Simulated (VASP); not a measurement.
A run of VASP 6.6.1 is set up as follows.

File INCAR:

```
PREC = Accurate ; ENCUT = 520
EDIFF = 1E-6 ; ISMEAR = 1
SIGMA = 0.1 ; LREAL = Auto
LASPH = T ; NELM = 60
ALGO = Normal ; ISIF = 2
LWAVE = F ; LCHARG = F
GGA = PE ; NBANDS = 158
```

The input KPOINTS:

```
Automatic mesh
0
Gamma
  1 1 1
```

File POSCAR:

```
Al16HRu16
1.0
    0.0000000000      6.0068828200      6.0068828200
    6.0068828200      0.0000000000      6.0068828200
    6.0068828200      6.0068828200      0.0000000000
Al Ru H
16 16 1
Direct
    0.0033037102      0.0005207360     -0.0019855556
    0.2498580453      0.2470084808      0.2509902466
    0.0031738591      0.0003232958      0.4976742663
    0.2496630191      0.2468793789      0.7516554984
    0.0013232321      0.4988728080     -0.0001505773
    0.2516749611      0.7485045297      0.2498608754
    0.0019034831      0.4987858245      0.4996781342
    0.2510844718      0.7485924288      0.7501902626
    0.5016780068     -0.0014937864     -0.0001405055
    0.7513098116      0.2488576929      0.2498627067
    0.5015906070     -0.0009052948      0.4996836279
    0.7513975443      0.2482750279      0.7501890972
    0.5019454500      0.4991616434     -0.0004119441
    0.7674721878      0.7646209586      0.2292862274
    0.4855635756      0.4827116804      0.5111926755
    0.7510216422      0.7482366703      0.7505130590
    0.1265102088      0.1236726306      0.1252301772
    0.3749433055      0.3721336951      0.3732572396
    0.1265134551      0.1236690514      0.6244918725
    0.3754893457      0.3726667503      0.8770583109
    0.1292415756      0.6227531171      0.1239366610
    0.3800705072      0.8701085333      0.3747356270
    0.1237469620      0.6246345421      0.6257439362
    0.3771032444      0.8730797915      0.8749018680
    0.6255477446      0.1264362936      0.1239428206
    0.8730017976      0.3771764104      0.3747147343
    0.6274297523      0.1209399320      0.6257490137
    0.8758754179      0.3743076180      0.8749063628
    0.6265125545      0.6236683172      0.1268177727
    0.8775154532      0.8746925248      0.3750315376
    0.6264917450      0.6236862966      0.6248293187
    0.8780491743      0.8752392310      0.8701520667
    0.6264787599      0.6237047754      0.4211213329
```

Potentials or basis: VASP PAW PBE potentials, release 64 (Al, Ru_pv, H).

Command:

```console
$ cat potpaw_PBE.64/Al/POTCAR potpaw_PBE.64/Ru_pv/POTCAR potpaw_PBE.64/H/POTCAR > POTCAR
$ mpirun -np 1 vasp_gam > vasp.out
```

Problem. Predict the largest force.

Solution. 0.011 eV/Å.

Problem. What does it give for the band gap on the k mesh?

Solution. Zero (an odd number of electrons rules out a gap without spin polarisation).

Problem. What does it give for the pressure?

Solution. -3.7 GPa.

Forces on the atoms (eV/Å):
```
Al  -0.001  0.002 -0.001
Al   0.001 -0.001  0.003
Al   0.001 -0.001 -0.003
Al  -0.001  0.002  0.001
Al  -0.002  0.002 -0.001
Al   0.001 -0.002  0.000
Al   0.001 -0.002 -0.002
Al  -0.001  0.001  0.000
Al   0.001 -0.002  0.000
Al  -0.002  0.002  0.001
Al  -0.001  0.001  0.000
Al   0.001 -0.002  0.002
Al   0.000 -0.001 -0.002
Al   0.000  0.000 -0.009
Al   0.000  0.000  0.009
Al   0.000 -0.001  0.002
Ru   0.003 -0.001  0.000
Ru  -0.001  0.000 -0.005
Ru   0.003 -0.002  0.000
Ru   0.002  0.001  0.000
Ru  -0.003  0.004  0.002
Ru  -0.001 -0.001  0.000
Ru   0.000  0.001 -0.001
Ru   0.002 -0.002  0.000
Ru   0.000  0.001  0.001
Ru   0.001  0.000  0.000
Ru  -0.003  0.004 -0.002
Ru  -0.001  0.000  0.000
Ru   0.001 -0.003  0.000
Ru   0.002  0.001  0.000
Ru   0.007  0.007  0.000
Ru  -0.001  0.000  0.005
H   -0.008 -0.008  0.000
```

Caveat: the k points lie up to 0.91 Å⁻¹ apart, too coarse for converged energies and pressures of a metal.
